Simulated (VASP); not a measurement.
Runs of VASP 6.6.1 on AgBr. The structure is that of space group Fm-3m (No. 225), or close to it. The cells are those of the table. 

| level | cell | k mesh | cutoff (eV) | smearing | grid for exact exchange (PRECFOCK) | share of exact exchange | screening parameter | gap on the mesh (eV) | pressure (GPa) |
| --- | --- | --- | --- | --- | --- | --- | --- | --- | --- |
| PBEsol | a = 4.013 Å, angles 60.0°, 2 atoms | 10 × 10 × 10 | 500 | gaussian 0.02 eV | - | - | - | 0.50 | -0.1 |
| HSE06 | a = 4.013 Å, angles 60.0°, 2 atoms | 6 × 6 × 6 | 400 | gaussian 0.01 eV | Normal | 0.25 | 0.2079 1/Å | (b) | 3.5 |
| PBEsol | a = 4.059 Å, angles 60.0°, 2 atoms | 6 × 6 × 6 | 500 | gaussian 0.1 eV | - | - | - | 0.50 | (a) |
| PBEsol | a = 4.013 Å, angles 60.0°, 2 atoms | 6 × 6 × 6 | 500 | gaussian 0.02 eV | - | - | - | 0.50 | 0.0 |

Alike in all rows: task single point; potentials or basis VASP PAW PBE potentials, release 64 (Ag, Br); no spin polarisation.

Fill in the values left out.

(a) -1.7; (b) 1.99.

Caveats: the PAW data sets were made with another functional, which shifts forces and pressure a little; semilocal functionals underestimate gaps, and a narrow one can read as zero (at least some runs); the cell stands under pressure (at least some runs).

A k mesh can miss the band edges, and the runs leave out spin-orbit coupling on Ag, Br.
